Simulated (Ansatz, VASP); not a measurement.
One calculation of TiCd3Pd, two programs

```xyz
5
Lattice="5.0301 0.0000 0.0000 0.0000 5.0301 0.0000 0.0000 0.0000 5.0301" Properties=species:S:1:pos:R:3 pbc="T T T"
Ti    0.0000    0.0000    0.0000
Cd    0.0000    2.5150    2.5150
Cd    2.5150    0.0000    2.5150
Cd    2.5150    2.5150    0.0000
Pd    2.5150    2.5150    2.5150
```

Alike in both runs: task relaxation of cell and atoms; functional PBE; k mesh 8 × 8 × 8; occupations gaussian, width 0.1 eV; no spin polarisation.

|  | VASP | Ansatz |
| --- | --- | --- |
| version | VASP 6.6.1 | Ansatz 0.2.0 |
| potentials or method | VASP PAW PBE potentials, release 64 (Ti_sv, Cd, Pd), cutoff 600 eV | scalar-relativistic, plane waves, PAW |
| valence electrons in the cell | 58 | 90 |

Ansatz gave:

| Property | Result |
| --- | --- |
| gap on the k mesh at the Fermi level, each at its own relaxed structure (eV) | none |
| relaxed volume (Å³/atom) | 25.43 |
| relaxed length of the cell vector where the two differ most in proportion (Å) | 5.029 |

Question: Which values does VASP return?

Answer: gap on the k mesh at the Fermi level, each at its own relaxed structure (eV): none; relaxed volume (Å³/atom): 25.61; relaxed length of the cell vector where the two differ most in proportion (Å): 5.040.

A gap of «none» marks a metal or a gap that the smearing closes. VASP's potentials hold 58 valence electrons a cell and Ansatz's 90, so a difference there can come from the potentials and not from the codes.
